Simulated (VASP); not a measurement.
## C: single point with PBE+D3(BJ)

Crystal: C.

```xyz
4
Lattice="4.1840 0.0000 -0.0024 0.0000 2.4156 0.0000 -1.3923 0.0000 3.3488" Properties=species:S:1:pos:R:3 pbc="T T T"
C     3.4867    0.0000   -0.0013
C     1.3971    1.2078    3.3465
C     1.3947    1.2078   -0.0001
C    -0.6949    0.0000    3.3478
```

This cell differs from its parent crystal: biaxial strain in the a-b plane: -2.0 %, then relaxed in part.

- Program: VASP 6.6.1
- Task: single point
- Functional: PBE
- Dispersion: D3(BJ)
- Potentials or basis: VASP PAW PBE potentials, release 64 (C)
- Cutoff: 520 eV
- k mesh: 8 × 12 × 8
- Occupations: gaussian, width 0.02 eV
- Spin: no spin polarisation

```yaml
Pressure: 20.1 GPa
Dispersion_energy_per_atom: -0.156 eV
```

Stress tensor (GPa, compression positive):
```
30.23  0.00 -0.02
 0.00 30.20  0.00
-0.02  0.00 -0.10
```

It took 120 s on 1 thread of Intel Xeon 8259CL, on a shared host, peak memory 0.22 GiB.

Caveat: the cell differs from its parent crystal (biaxial strain in the a-b plane: -2.0 %, then relaxed in part); the stress differs along the axes, from -0 to 30 GPa.
